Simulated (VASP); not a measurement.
# SrTe (Fm-3m) in VASP: single point with PBE

Aim: the single point of SrTe with PBE.

All numbers are computed with VASP 6.6.1; they aren't measurements. Logs are shortened: lines on timing, memory, paths and dates and some standing lists are left out, and cuts for length are marked.

## (1) The cell of the first run

The structure is cubic, space group Fm-3m (No. 225). Conventional cell: a = 6.784 Å, b = 6.784 Å, c = 6.784 Å, α = 90.00°, β = 90.00°, γ = 90.00°. Within 4.5 Å of Sr (site symmetry m-3m) lie 6 Te at 3.39 Å. Te (site symmetry m-3m) has 6 Sr at 3.39 Å within 4.5 Å.

## (2) Single point, PBE

INCAR reads:

```
PREC = Accurate
ENCUT = 500
EDIFF = 1E-6
ISMEAR = -1
SIGMA = 0.1
LREAL = False
LASPH = True
NELM = 120
ALGO = Normal
ISIF = 2
LWAVE = False
LCHARG = False
GGA = PE
NBANDS = 15
GGA_COMPAT = False
```

KPOINTS reads:

```
Automatic mesh
0
Gamma
  7 7 7
```

POSCAR reads:

```
SrTe
1.0
    0.0000000000      3.3919540000      3.3919540000
    3.3919540000      0.0000000000      3.3919540000
    3.3919540000      3.3919540000      0.0000000000
Sr Te
1 1
Direct
    0.0000000000      0.0000000000      0.0000000000
    0.5000000000      0.5000000000      0.5000000000
```

Potentials or basis: VASP PAW PBE potentials, release 64 (Sr_sv, Te).

Command:

```
$ cat potpaw_PBE.64/Sr_sv/POTCAR potpaw_PBE.64/Te/POTCAR > POTCAR
$ mpirun -np 1 vasp_std > vasp.out
```

OUTCAR:

```text
PREC = Accurate
   ENCUT = 500
   EDIFF = 1E-6
   ISMEAR = -1
   LREAL = False
   LASPH = True
   NELM = 120
   ISIF = 2
   GGA = PE

 ion  position               nearest neighbor table
   1  0.000  0.000  0.000-   2 3.39   2 3.39   2 3.39   2 3.39   2 3.39   2 3.39
   2  0.500  0.500  0.500-   1 3.39   1 3.39   1 3.39   1 3.39   1 3.39   1 3.39

  LATTYP: Found a face centered cubic cell.
 ALAT       =     6.7839080000

  Lattice vectors:

 A1 = (   0.0000000000,   3.3919540000,   3.3919540000)
 A2 = (   3.3919540000,   0.0000000000,   3.3919540000)
 A3 = (   3.3919540000,   3.3919540000,   0.0000000000)

Analysis of symmetry for initial positions (statically):
=====================================================================
 Subroutine PRICEL returns:
 Original cell was already a primitive cell.

 Routine SETGRP: Setting up the symmetry group for a
 face centered cubic supercell.

 Subroutine GETGRP returns: Found 48 space group operations
 (whereof 48 operations were pure point group operations)
 out of a pool of 48 trial point group operations.

The static configuration has the point symmetry O_h .

Analysis of symmetry for dynamics (positions and initial velocities):
=====================================================================
 Subroutine PRICEL returns:
 Original cell was already a primitive cell.

 Routine SETGRP: Setting up the symmetry group for a
 face centered cubic supercell.

 Subroutine GETGRP returns: Found 48 space group operations
 (whereof 48 operations were pure point group operations)
 out of a pool of 48 trial point group operations.

The dynamic configuration has the point symmetry O_h .

 Subroutine INISYM returns: Found 48 space group operations
 (whereof 48 operations are pure point group operations),
 and found     1 'primitive' translations

----------------------------------------------------------------------------------------

                                     Primitive cell

  volume of cell :      78.0512

  direct lattice vectors                    reciprocal lattice vectors
     0.000000000  3.391954000  3.391954000    -0.147407659  0.147407659  0.147407659
     3.391954000  0.000000000  3.391954000     0.147407659 -0.147407659  0.147407659
     3.391954000  3.391954000  0.000000000     0.147407659  0.147407659 -0.147407659

  length of vectors
     4.796947350  4.796947350  4.796947350     0.255317556  0.255317556  0.255317556

  position of ions in fractional coordinates (direct lattice)
     0.000000000  0.000000000  0.000000000
     0.500000000  0.500000000  0.500000000

  ion indices of the primitive-cell ions
   primitive index   ion index
                 1           1
                 2           2

----------------------------------------------------------------------------------------

 KPOINTS: Automatic mesh

Automatic generation of k-mesh.
 Grid dimensions read from file:
 generate k-points for:    7    7    7

 Generating k-lattice:

  Cartesian coordinates                     Fractional coordinates (reciprocal lattice)
    -0.021058237  0.021058237  0.021058237     0.142857143  0.000000000  0.000000000
     0.021058237 -0.021058237  0.021058237     0.000000000  0.142857143  0.000000000
     0.021058237  0.021058237 -0.021058237     0.000000000  0.000000000  0.142857143

  Length of vectors
     0.036473937  0.036473937  0.036473937

  Shift w.r.t. Gamma in fractional coordinates (k-lattice)
     0.000000000  0.000000000  0.000000000

 Subroutine IBZKPT returns following result:
 ===========================================

 Found     20 irreducible k-points:

 Following reciprocal coordinates:
            Coordinates               Weight
  0.000000  0.000000  0.000000      1.000000
  0.142857  0.000000  0.000000      8.000000
  0.285714  0.000000  0.000000      8.000000
  0.428571  0.000000  0.000000      8.000000
  0.142857  0.142857  0.000000      6.000000
  0.285714  0.142857  0.000000     24.000000
[... 12 lines left out ...]
 -0.428571  0.428571  0.142857     24.000000
 -0.285714  0.428571  0.142857     24.000000
   k-points           NKPTS =     20   k-points in BZ     NKDIM =     20   number of bands    NBANDS=     15
   number of dos      NEDOS =    301   number of ions     NIONS =      2
   total plane-waves  NPLWV =  46656
   dimension x,y,z NGX =    36 NGY =   36 NGZ =   36
   dimension x,y,z NGXF=    72 NGYF=   72 NGZF=   72
   ions per type =               1   1
   NGX,Y,Z   is equivalent  to a cutoff of  12.48, 12.48, 12.48 a.u.
   NGXF,Y,Z  is equivalent  to a cutoff of  24.95, 24.95, 24.95 a.u.
 SYSTEM =  unknown system
   PREC   = accura    normal or accurate (medium, high low for compatibility)
   ISTART =      0    job   : 0-new  1-cont  2-samecut
   ICHARG =      2    charge: 1-file 2-atom 10-const
   ISPIN  =      1    spin polarized calculation?
   LNONCOLLINEAR =      F non collinear calculations
   LSORBIT =      F    spin-orbit coupling
   LASPH  =      T    aspherical Exc in radial PAW
   ENCUT  =  500.0 eV  36.75 Ry    6.06 a.u.   8.75  8.75  8.75*2*pi/ulx,y,z
   NELM   =    120;   NELMIN=  2; NELMDL= -5     # of ELM steps
   EDIFF  = 0.1E-05   stopping-criterion for ELM
   LREAL  =      F    real-space projection
   EDIFFG = 0.1E-04   stopping-criterion for IOM
   NSW    =      0    number of steps for IOM
   IBRION =     -1    ionic relax: 0-MD 1-quasi-New 2-CG
   NFREE  =      0    steps in history (QN), initial steepest desc. (CG)
   ISIF   =      2    stress and relaxation
   ISYM   =      2    0-nonsym 1-usesym 2-fastsym
   POTIM  = 0.5000    time-step for ionic-motion
   TEBEG  =    0.0;   TEEND  =   0.0 temperature during run
   PSTRESS=    0.0 pullay stress
   NELECT =      16.0000    total number of electrons
   NUPDOWN=      -1.0000    fix difference up-down
   EMIN   =  10.00;   EMAX   =-10.00  energy-range for DOS
   EFERMI =   0.00;   METHOD = LEGACY
   ISMEAR =    -1;   SIGMA  =   0.10  broadening in eV -4-tet -1-fermi 0-gaus
   EFERMI_NEDOS =   21; number of points for ismear=-14 and -15
   IALGO  =     38    algorithm
   IMIX   =      4    mixing-type and parameters
     AMIX     =   0.40;   BMIX     =  1.00
     AMIX_MAG =   1.60;   BMIX_MAG =  1.00
  volume/ion in A,a.u.               =      39.03       263.36
  Fermi-wavevector in a.u.,A,eV,Ry     =   0.965283  1.824121 12.677530  0.931772
  Thomas-Fermi vector in A             =   2.094987
   LORBIT       =      0    0 simple, 1 ext, 2 COOP (PROOUT), +10 PAW based schemes
   GGA     = PE    functional components
   LHFCALC =     F    Hartree Fock is set to
   AEXX    =    0.0000 exact exchange contribution
   IVDW    =     0    specifies the selected vdW correction
   LEPSILON=     F    determine dielectric tensor
   LRPA    =     F    only Hartree local field effects (RPA)
 non-spin polarized calculation
  energy-cutoff  :      500.00
  volume of cell :       78.05
 maximum number of plane-waves:      2004
   NGX = 17   NGY = 17   NGZ = 17

 number of electron      16.0000000 magnetization

 Free energy of the ion-electron system (eV)
  ---------------------------------------------------
  ext. energy  EPLUGINS =         0.00000000
  ---------------------------------------------------
  free energy    TOTEN  =        -8.26350931 eV

  energy without entropy =       -8.26350239  energy(sigma->0) =       -8.26350585

 E-fermi :   3.4057     XC(G=0):  -8.2974

 val. band max:        2.4697758165   @ k =   0.0000   0.0000   0.0000
 cond. band min:       4.3492530769   @ k =   0.4286   0.4286   0.0000
 fundamental gap:      1.8794772604
 Fermi energy:         3.4056887199

 k-point     1 :       0.0000    0.0000    0.0000
  band No.  band energies     occupation
      1     -32.3571      2.00000
      2     -14.3336      2.00000
      3     -14.3336      2.00000
      4     -14.3336      2.00000
      5      -7.3450      2.00000
      6       2.4698      1.99983
      7       2.4698      1.99983
      8       2.4698      1.99983
      9       5.0864      0.00000
     10       5.7846      0.00000
     11       5.7846      0.00000
     12       5.7846      0.00000
     13       6.3746      0.00000
     14       6.3746      0.00000
     15       9.9607      0.00000

 k-point     2 :       0.1429    0.0000    0.0000
  band No.  band energies     occupation
      1     -32.3565      2.00000
      2     -14.3522      2.00000
      3     -14.3345      2.00000
      4     -14.3345      2.00000
      5      -7.2509      2.00000
      6       1.6903      2.00000
      7       2.2182      1.99999
      8       2.2182      1.99999
      9       5.5468      0.00000
     10       6.0350      0.00000
     11       6.0350      0.00000
     12       6.2673      0.00000
     13       6.8615      0.00000
     14       6.8615      0.00000
     15      10.5579      0.00000

 k-point     3 :       0.2857    0.0000    0.0000
  band No.  band energies     occupation
      1     -32.3552      2.00000
      2     -14.3932      2.00000
      3     -14.3366      2.00000
      4     -14.3366      2.00000
      5      -7.0274      2.00000
      6       0.5822      2.00000
      7       1.7813      2.00000
      8       1.7813      2.00000
      9       5.7395      0.00000
     10       6.6638      0.00000
     11       6.6638      0.00000
     12       7.6853      0.00000
     13       8.0250      0.00000
     14       8.0250      0.00000
     15      10.3212      0.00000

 k-point     4 :       0.4286    0.0000    0.0000
  band No.  band energies     occupation
      1     -32.3542      2.00000
      2     -14.4253      2.00000
      3     -14.3383      2.00000
      4     -14.3383      2.00000
      5      -6.8333      2.00000
      6      -0.0941      2.00000
      7       1.5036      2.00000
      8       1.5036      2.00000
      9       6.1565      0.00000
     10       7.4964      0.00000
     11       7.4964      0.00000
     12       7.6966      0.00000
     13       9.0112      0.00000
     14       9.0112      0.00000
     15      10.0712      0.00000
[... 235 lines left out ...]
 k-point    18 :      -0.4286    0.2857    0.1429
  band No.  band energies     occupation
      1     -32.3535      2.00000
      2     -14.4046      2.00000
      3     -14.3636      2.00000
      4     -14.3476      2.00000
      5      -6.8539      2.00000
      6       0.3265      2.00000
      7       1.2174      2.00000
      8       1.4581      2.00000
      9       6.0793      0.00000
     10       6.9477      0.00000
     11       7.4009      0.00000
     12       8.0679      0.00000
     13       8.2760      0.00000
     14       8.9646      0.00000
     15      10.1566      0.00000

 k-point    19 :      -0.4286    0.4286    0.1429
  band No.  band energies     occupation
      1     -32.3531      2.00000
      2     -14.3945      2.00000
      3     -14.3665      2.00000
      4     -14.3599      2.00000
      5      -6.8959      2.00000
      6       0.6197      2.00000
      7       1.3829      2.00000
      8       1.4087      2.00000
      9       5.1769      0.00000
     10       6.7673      0.00000
     11       7.6435      0.00000
     12       8.0135      0.00000
     13       8.3210      0.00000
     14       8.4040      0.00000
     15      10.5419      0.00000

 k-point    20 :      -0.2857    0.4286    0.1429
  band No.  band energies     occupation
      1     -32.3530      2.00000
      2     -14.3849      2.00000
      3     -14.3829      2.00000
      4     -14.3575      2.00000
      5      -6.8590      2.00000
      6       0.7713      2.00000
      7       0.9137      2.00000
      8       1.3507      2.00000
      9       5.9458      0.00000
     10       6.8662      0.00000
     11       7.0505      0.00000
     12       8.0388      0.00000
     13       8.3402      0.00000
     14       9.3148      0.00000
     15      10.5942      0.00000

------------------------ aborting loop because EDIFF is reached ----------------------------------------

  FORCE on cell =-STRESS in cart. coord.  units (eV):
  Direction    XX          YY          ZZ          XY          YZ          ZX
  --------------------------------------------------------------------------------------
  -------------------------------------------------------------------------------------
  Total       -0.3954490     -0.3954490     -0.3954490      0.0000000      0.0000000      0.0000000
  in kB       -8.1174804     -8.1174804     -8.1174804      0.0000000      0.0000000      0.0000000
  external PRESSURE =      -8.1174804 kB  Pullay stress =       0.0000000 kB

 VOLUME and BASIS-vectors are now :
 -----------------------------------------------------------------------------
  energy-cutoff  :      500.00
  volume of cell :       78.05
      direct lattice vectors                 reciprocal lattice vectors
     0.000000000  3.391954000  3.391954000    -0.147407659  0.147407659  0.147407659
     3.391954000  0.000000000  3.391954000     0.147407659 -0.147407659  0.147407659
     3.391954000  3.391954000  0.000000000     0.147407659  0.147407659 -0.147407659

 POSITION                                       TOTAL-FORCE (eV/Angst)
 -----------------------------------------------------------------------------------
      0.00000      0.00000      0.00000         0.000000      0.000000      0.000000
      3.39195      3.39195      3.39195        -0.000000      0.000000     -0.000000
 -----------------------------------------------------------------------------------
    total drift:                                0.000000      0.000000      0.000000

  FREE ENERGIE OF THE ION-ELECTRON SYSTEM (eV)
  ---------------------------------------------------
  free  energy   TOTEN  =        -8.2635093067 eV

  energy  without entropy=       -8.2635023926  energy(sigma->0) =       -8.26350585
```

Run time: 25 s. Hardware: 1 thread of Intel Xeon 8259CL, shared host; peak memory 0.21 GiB.

What came out:

| Quantity | Value |
| --- | --- |
| Free energy | -8.2635 eV |
| Pressure | -0.8 GPa |
| Band gap on the k mesh | 1.88 eV, indirect (least direct gap 2.56 eV) |

Caveat: spin-orbit coupling is left out, which moves the levels of the heavy elements.
